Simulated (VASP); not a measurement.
# AlRh (Pm-3m) in VASP: single point with LDA

Aim: the single point of AlRh with LDA.

Program: VASP 6.6.1. These are calculated values, not measurements. Logs are shortened: lines on timing, memory, paths and dates and some standing lists are left out, and cuts for length are marked.

**1. The cell of the first run**

The structure is cubic, space group Pm-3m (No. 221). Conventional cell: a = 2.977 Å, b = 2.977 Å, c = 2.977 Å, α = 90.00°, β = 90.00°, γ = 90.00°. Within 3.4 Å of Al (site symmetry m-3m) lie 8 Rh at 2.58 Å and 6 Al at 2.98 Å. Within 3.4 Å of Rh (site symmetry m-3m) lie 8 Al at 2.58 Å and 6 Rh at 2.98 Å.

**2. Single point, LDA**

Contents of INCAR:

```
SYSTEM = AlRh
  PREC = Accurate
  ENCUT = 500
  EDIFF = 1E-6
  ISMEAR = 0
  SIGMA = 0.1
  LREAL = .False.
  LASPH = .True.
  NELM = 120
  ALGO = Normal
  ISIF = 2
  LWAVE = .False.
  LCHARG = .True.
  LELF = .True.
  LVHAR = .True.
  NBANDS = 16
  GGA_COMPAT = .False.
```

Contents of KPOINTS:

```
regular mesh
0
Gamma
  6 6 6
  0 0 0
```

Contents of POSCAR:

```
AlRh
1.0
    2.9773224700      0.0000000000      0.0000000000
    0.0000000000      2.9773224700      0.0000000000
    0.0000000000      0.0000000000      2.9773224700
Al Rh
1 1
Direct
    0.0000000000      0.0000000000      0.0000000000
    0.5000000000      0.5000000000      0.5000000000
```

Potentials or basis: VASP PAW LDA potentials, release 64 (Al, Rh_pv).

On the command line:

```bash
$ cat potpaw_LDA.64/Al/POTCAR potpaw_LDA.64/Rh_pv/POTCAR > POTCAR
$ mpirun -np 1 vasp_std > vasp.out
```

OUTCAR:

```text
SYSTEM = AlRh
   PREC = Accurate
   ENCUT = 500
   EDIFF = 1E-6
   ISMEAR = 0
   LREAL = .False.
   LASPH = .True.
   NELM = 120
   ISIF = 2

 ion  position               nearest neighbor table
   1  0.000  0.000  0.000-   2 2.58   2 2.58   2 2.58   2 2.58   2 2.58   2 2.58   2 2.58   2 2.58

   2  0.500  0.500  0.500-   1 2.58   1 2.58   1 2.58   1 2.58   1 2.58   1 2.58   1 2.58   1 2.58

  LATTYP: Found a simple cubic cell.
 ALAT       =     2.9773224700

  Lattice vectors:

 A1 = (   2.9773224700,   0.0000000000,   0.0000000000)
 A2 = (   0.0000000000,   2.9773224700,   0.0000000000)
 A3 = (   0.0000000000,   0.0000000000,   2.9773224700)

Analysis of symmetry for initial positions (statically):
=====================================================================
 Subroutine PRICEL returns:
 Original cell was already a primitive cell.

 Routine SETGRP: Setting up the symmetry group for a
 simple cubic supercell.

 Subroutine GETGRP returns: Found 48 space group operations
 (whereof 48 operations were pure point group operations)
 out of a pool of 48 trial point group operations.

The static configuration has the point symmetry O_h .

Analysis of symmetry for dynamics (positions and initial velocities):
=====================================================================
 Subroutine PRICEL returns:
 Original cell was already a primitive cell.

 Routine SETGRP: Setting up the symmetry group for a
 simple cubic supercell.

 Subroutine GETGRP returns: Found 48 space group operations
 (whereof 48 operations were pure point group operations)
 out of a pool of 48 trial point group operations.

The dynamic configuration has the point symmetry O_h .

 Subroutine INISYM returns: Found 48 space group operations
 (whereof 48 operations are pure point group operations),
 and found     1 'primitive' translations

----------------------------------------------------------------------------------------

                                     Primitive cell

  volume of cell :      26.3923

  direct lattice vectors                    reciprocal lattice vectors
     2.977322470  0.000000000  0.000000000     0.335872251  0.000000000  0.000000000
     0.000000000  2.977322470  0.000000000     0.000000000  0.335872251  0.000000000
     0.000000000  0.000000000  2.977322470     0.000000000  0.000000000  0.335872251

  length of vectors
     2.977322470  2.977322470  2.977322470     0.335872251  0.335872251  0.335872251

  position of ions in fractional coordinates (direct lattice)
     0.000000000  0.000000000  0.000000000
     0.500000000  0.500000000  0.500000000

  ion indices of the primitive-cell ions
   primitive index   ion index
                 1           1
                 2           2

----------------------------------------------------------------------------------------

 KPOINTS: regular mesh

Automatic generation of k-mesh.
 Grid dimensions read from file:
 generate k-points for:    6    6    6

 Generating k-lattice:

  Cartesian coordinates                     Fractional coordinates (reciprocal lattice)
     0.055978709  0.000000000  0.000000000     0.166666667  0.000000000  0.000000000
     0.000000000  0.055978709  0.000000000     0.000000000  0.166666667  0.000000000
     0.000000000  0.000000000  0.055978709     0.000000000  0.000000000  0.166666667

  Length of vectors
     0.055978709  0.055978709  0.055978709

  Shift w.r.t. Gamma in fractional coordinates (k-lattice)
     0.000000000  0.000000000  0.000000000

 Subroutine IBZKPT returns following result:
 ===========================================

 Found     20 irreducible k-points:

 Following reciprocal coordinates:
            Coordinates               Weight
  0.000000  0.000000  0.000000      1.000000
  0.166667  0.000000  0.000000      6.000000
  0.333333  0.000000  0.000000      6.000000
  0.500000  0.000000  0.000000      3.000000
  0.166667  0.166667  0.000000     12.000000
  0.333333  0.166667  0.000000     24.000000
[... 12 lines left out ...]
  0.500000  0.500000  0.333333      6.000000
  0.500000  0.500000  0.500000      1.000000
   k-points           NKPTS =     20   k-points in BZ     NKDIM =     20   number of bands    NBANDS=     16
   number of dos      NEDOS =    301   number of ions     NIONS =      2
   total plane-waves  NPLWV =  13824
   dimension x,y,z NGX =    24 NGY =   24 NGZ =   24
   dimension x,y,z NGXF=    48 NGYF=   48 NGZF=   48
   ions per type =               1   1
   NGX,Y,Z   is equivalent  to a cutoff of  13.40, 13.40, 13.40 a.u.
   NGXF,Y,Z  is equivalent  to a cutoff of  26.80, 26.80, 26.80 a.u.
 SYSTEM =  AlRh
   PREC   = accura    normal or accurate (medium, high low for compatibility)
   ISTART =      0    job   : 0-new  1-cont  2-samecut
   ICHARG =      2    charge: 1-file 2-atom 10-const
   ISPIN  =      1    spin polarized calculation?
   LNONCOLLINEAR =      F non collinear calculations
   LSORBIT =      F    spin-orbit coupling
   LASPH  =      T    aspherical Exc in radial PAW
   ENCUT  =  500.0 eV  36.75 Ry    6.06 a.u.   5.43  5.43  5.43*2*pi/ulx,y,z
   NELM   =    120;   NELMIN=  2; NELMDL= -5     # of ELM steps
   EDIFF  = 0.1E-05   stopping-criterion for ELM
   LREAL  =      F    real-space projection
   EDIFFG = 0.1E-04   stopping-criterion for IOM
   NSW    =      0    number of steps for IOM
   IBRION =     -1    ionic relax: 0-MD 1-quasi-New 2-CG
   NFREE  =      0    steps in history (QN), initial steepest desc. (CG)
   ISIF   =      2    stress and relaxation
   ISYM   =      2    0-nonsym 1-usesym 2-fastsym
   POTIM  = 0.5000    time-step for ionic-motion
   TEBEG  =    0.0;   TEEND  =   0.0 temperature during run
   PSTRESS=    0.0 pullay stress
   NELECT =      18.0000    total number of electrons
   NUPDOWN=      -1.0000    fix difference up-down
   EMIN   =  10.00;   EMAX   =-10.00  energy-range for DOS
   EFERMI =   0.00;   METHOD = LEGACY
   ISMEAR =     0;   SIGMA  =   0.10  broadening in eV -4-tet -1-fermi 0-gaus
   EFERMI_NEDOS =   21; number of points for ismear=-14 and -15
   IALGO  =     38    algorithm
   IMIX   =      4    mixing-type and parameters
     AMIX     =   0.40;   BMIX     =  1.00
     AMIX_MAG =   1.60;   BMIX_MAG =  1.00
  volume/ion in A,a.u.               =      13.20        89.05
  Fermi-wavevector in a.u.,A,eV,Ry     =   1.441030  2.723152 28.253429  2.076568
  Thomas-Fermi vector in A             =   2.559708
   LORBIT       =      0    0 simple, 1 ext, 2 COOP (PROOUT), +10 PAW based schemes
   GGA     = CA    functional components
   LHFCALC =     F    Hartree Fock is set to
   AEXX    =    0.0000 exact exchange contribution
   IVDW    =     0    specifies the selected vdW correction
   LEPSILON=     F    determine dielectric tensor
   LRPA    =     F    only Hartree local field effects (RPA)
 non-spin polarized calculation
 Gauss-broadening in eV      SIGMA  =   0.10
  energy-cutoff  :      500.00
  volume of cell :       26.39
 maximum number of plane-waves:       691
 NGX is ok and might be reduce to    24
   NGX = 11   NGY = 11   NGZ = 11

 number of electron      17.9999996 magnetization

 Free energy of the ion-electron system (eV)
  ---------------------------------------------------
  ext. energy  EPLUGINS =         0.00000000
  ---------------------------------------------------
  free energy    TOTEN  =       -15.09030918 eV

  energy without entropy =      -15.08823144  energy(sigma->0) =      -15.08927031

 E-fermi :  11.4896     XC(G=0): -12.8855

 val. band max:       11.4221603816   @ k =   0.5000   0.3333   0.0000
 cond. band min:      11.6918294059   @ k =   0.5000   0.1667   0.0000
 fundamental gap:      0.2696690244
 Fermi energy:        11.4896051279

 k-point     1 :       0.0000    0.0000    0.0000
  band No.  band energies     occupation
      1     -35.0608      2.00000
      2     -35.0608      2.00000
      3     -35.0608      2.00000
      4       0.6090      2.00000
      5       6.4612      2.00000
      6       6.4612      2.00000
[... 8 lines left out ...]
     15      25.1207      0.00000
     16      30.7698      0.00000

 k-point     2 :       0.1667    0.0000    0.0000
  band No.  band energies     occupation
      1     -35.0990      2.00000
      2     -35.0577      2.00000
      3     -35.0577      2.00000
      4       1.1288      2.00000
      5       6.6023      2.00000
      6       6.6181      2.00000
[... 8 lines left out ...]
     15      26.9317      0.00000
     16      28.4157      0.00000

 k-point     3 :       0.3333    0.0000    0.0000
  band No.  band energies     occupation
      1     -35.1748      2.00000
      2     -35.0513      2.00000
      3     -35.0513      2.00000
      4       2.5718      2.00000
      5       6.3031      2.00000
      6       6.9606      2.00000
[... 8 lines left out ...]
     15      25.1758      0.00000
     16      25.1758      0.00000

 k-point     4 :       0.5000    0.0000    0.0000
  band No.  band energies     occupation
      1     -35.2125      2.00000
      2     -35.0482      2.00000
      3     -35.0482      2.00000
      4       4.3929      2.00000
      5       4.8054      2.00000
      6       7.1497      2.00000
[... 8 lines left out ...]
     15      22.7811      0.00000
     16      23.8545      0.00000

 k-point     5 :       0.1667    0.1667    0.0000
  band No.  band energies     occupation
      1     -35.0967      2.00000
      2     -35.0944      2.00000
      3     -35.0545      2.00000
      4       1.6262      2.00000
      5       6.7130      2.00000
      6       6.8408      2.00000
[... 8 lines left out ...]
     15      26.3584      0.00000
     16      27.9453      0.00000

 k-point     6 :       0.3333    0.1667    0.0000
  band No.  band energies     occupation
      1     -35.1707      2.00000
      2     -35.0885      2.00000
      3     -35.0481      2.00000
      4       2.9831      2.00000
      5       6.3711      2.00000
      6       7.2013      2.00000
[... 8 lines left out ...]
     15      25.0949      0.00000
     16      25.6214      0.00000

 k-point     7 :       0.5000    0.1667    0.0000
  band No.  band energies     occupation
      1     -35.2079      2.00000
      2     -35.0850      2.00000
      3     -35.0449      2.00000
      4       4.6840      2.00000
      5       4.9386      2.00000
      6       7.4173      2.00000
[... 8 lines left out ...]
     15      22.5448      0.00000
     16      26.3637      0.00000

 k-point     8 :       0.3333    0.3333    0.0000
  band No.  band energies     occupation
      1     -35.1634      2.00000
      2     -35.1612      2.00000
      3     -35.0417      2.00000
      4       3.8993      2.00000
      5       6.2694      2.00000
      6       7.9104      2.00000
[... 8 lines left out ...]
     15      25.1450      0.00000
     16      26.5898      0.00000

 k-point     9 :       0.5000    0.3333    0.0000
  band No.  band energies     occupation
      1     -35.1989      2.00000
      2     -35.1581      2.00000
      3     -35.0385      2.00000
      4       4.4044      2.00000
      5       6.2050      2.00000
      6       8.1630      2.00000
[... 8 lines left out ...]
     15      25.4342      0.00000
     16      26.2282      0.00000
[... 96 lines left out ...]
 k-point    15 :       0.5000    0.3333    0.1667
  band No.  band energies     occupation
      1     -35.1948      2.00000
      2     -35.1543      2.00000
      3     -35.0748      2.00000
      4       4.6274      2.00000
      5       6.4955      2.00000
      6       7.0445      2.00000
[... 8 lines left out ...]
     15      23.5702      0.00000
     16      27.5869      0.00000

 k-point    16 :       0.5000    0.5000    0.1667
  band No.  band energies     occupation
      1     -35.1904      2.00000
      2     -35.1904      2.00000
      3     -35.0713      2.00000
      4       4.5242      2.00000
      5       7.0657      2.00000
      6       7.0657      2.00000
[... 8 lines left out ...]
     15      22.7493      0.00000
     16      27.8698      0.00000

 k-point    17 :       0.3333    0.3333    0.3333
  band No.  band energies     occupation
      1     -35.1522      2.00000
      2     -35.1499      2.00000
      3     -35.1499      2.00000
      4       4.7543      2.00000
      5       6.4261      2.00000
      6       6.4261      2.00000
[... 8 lines left out ...]
     15      20.3855      0.00000
     16      27.5952      0.00000

 k-point    18 :       0.5000    0.3333    0.3333
  band No.  band energies     occupation
      1     -35.1867      2.00000
      2     -35.1475      2.00000
      3     -35.1462      2.00000
      4       5.0691      2.00000
      5       6.0921      2.00000
      6       6.2037      2.00000
[... 8 lines left out ...]
     15      21.1867      0.00000
     16      25.7099      0.00000

 k-point    19 :       0.5000    0.5000    0.3333
  band No.  band energies     occupation
      1     -35.1826      2.00000
      2     -35.1826      2.00000
      3     -35.1430      2.00000
      4       5.1624      2.00000
      5       5.9485      2.00000
      6       5.9485      2.00000
[... 8 lines left out ...]
     15      19.8237      0.00000
     16      23.4619      0.00000

 k-point    20 :       0.5000    0.5000    0.5000
  band No.  band energies     occupation
      1     -35.1786      2.00000
      2     -35.1786      2.00000
      3     -35.1786      2.00000
      4       5.5559      2.00000
      5       5.5559      2.00000
      6       5.5559      2.00000
[... 8 lines left out ...]
     15      18.2037      0.00000
     16      21.4719      0.00000

------------------------ aborting loop because EDIFF is reached ----------------------------------------

  FORCE on cell =-STRESS in cart. coord.  units (eV):
  Direction    XX          YY          ZZ          XY          YZ          ZX
  --------------------------------------------------------------------------------------
  -------------------------------------------------------------------------------------
  Total       -0.8819352     -0.8819352     -0.8819352      0.0000000      0.0000000     -0.0000000
  in kB      -53.5389216    -53.5389216    -53.5389216      0.0000000      0.0000000     -0.0000000
  external PRESSURE =     -53.5389216 kB  Pullay stress =       0.0000000 kB

 VOLUME and BASIS-vectors are now :
 -----------------------------------------------------------------------------
  energy-cutoff  :      500.00
  volume of cell :       26.39
      direct lattice vectors                 reciprocal lattice vectors
     2.977322470  0.000000000  0.000000000     0.335872251  0.000000000  0.000000000
     0.000000000  2.977322470  0.000000000     0.000000000  0.335872251  0.000000000
     0.000000000  0.000000000  2.977322470     0.000000000  0.000000000  0.335872251

 POSITION                                       TOTAL-FORCE (eV/Angst)
 -----------------------------------------------------------------------------------
      0.00000      0.00000      0.00000         0.000000      0.000000      0.000000
      1.48866      1.48866      1.48866         0.000000      0.000000      0.000000
 -----------------------------------------------------------------------------------
    total drift:                                0.000000     -0.000000     -0.000000

  FREE ENERGIE OF THE ION-ELECTRON SYSTEM (eV)
  ---------------------------------------------------
  free  energy   TOTEN  =       -15.0903091809 eV

  energy  without entropy=      -15.0882314380  energy(sigma->0) =      -15.08927031
```

Run time: 3.9 s. Hardware: 1 thread of Intel Xeon Platinum 8559C (Emerald Rapids), shared host; peak memory 0.13 GiB.

What came out:

| Property | Result |
| --- | --- |
| Free energy | -15.0903 eV |
| Pressure | -5.4 GPa |
| Band gap on the k mesh | zero (band 9 reaches 13.11 eV, above the bottom of band 10 at 10.91 eV) |

Levels at points of the mesh, in eV from the Fermi level:
```tsv
k point	band 7	band 8	band 9	band 10	band 11	band 12
(0.00, 0.00, 0.00)	-1.74	-1.74	-1.74	4.95	4.95	4.95
(0.50, 0.00, 0.00)	-3.26	-3.26	-1.53	0.24	6.67	9.89
(0.50, 0.50, 0.00)	-2.89	-2.56	-2.56	-0.58	3.41	4.34
(0.50, 0.50, 0.50)	-0.51	-0.51	1.62	2.81	2.81	2.81
```
